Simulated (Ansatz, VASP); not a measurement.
**Two plane-wave programs on Cs2SnI6**

```xyz
9
Lattice="0.0000 5.7686 5.7686 5.7686 0.0000 5.7686 5.7686 5.7686 0.0000" Properties=species:S:1:pos:R:3 pbc="T T T"
Cs    2.8843    2.8843    2.8843
Cs    8.6529    8.6529    8.6529
Sn    0.0000    0.0000    0.0000
I     2.8794    5.7686    5.7686
I     5.7686    2.8794    5.7686
I     8.6578    5.7686    5.7686
I     5.7686    8.6578    5.7686
I     5.7686    5.7686    2.8794
I     5.7686    5.7686    8.6578
```

Alike in both runs: functional PBEsol; k mesh 6 × 6 × 6; occupations fermi-dirac, width 0.15 eV; no spin polarisation.

Ansatz relaxed the structure, and its values are those at the end. VASP's run is a single point on that final structure, the one shown.

|  | VASP | Ansatz |
| --- | --- | --- |
| version | VASP 6.6.1 | Ansatz 0.2.0 |
| potentials or method | VASP PAW PBE potentials, release 64 (Cs_sv, Sn_d, I), cutoff 500 eV | scalar-relativistic, plane waves, PAW |
| valence electrons in the cell | 74 | 134 |

```tsv
	VASP	Ansatz	Ansatz less VASP
gap on the k mesh at the Fermi level (eV)	none	none	-
pressure (GPa)	0.0	0.0	-0.03
```

VASP's potentials were made for PBE, not for PBEsol. A gap of «none» marks a metal or a gap that the smearing closes. VASP's potentials hold 74 valence electrons a cell and Ansatz's 134, so a difference there can come from the potentials and not from the codes.

Neither program's run includes spin-orbit coupling.
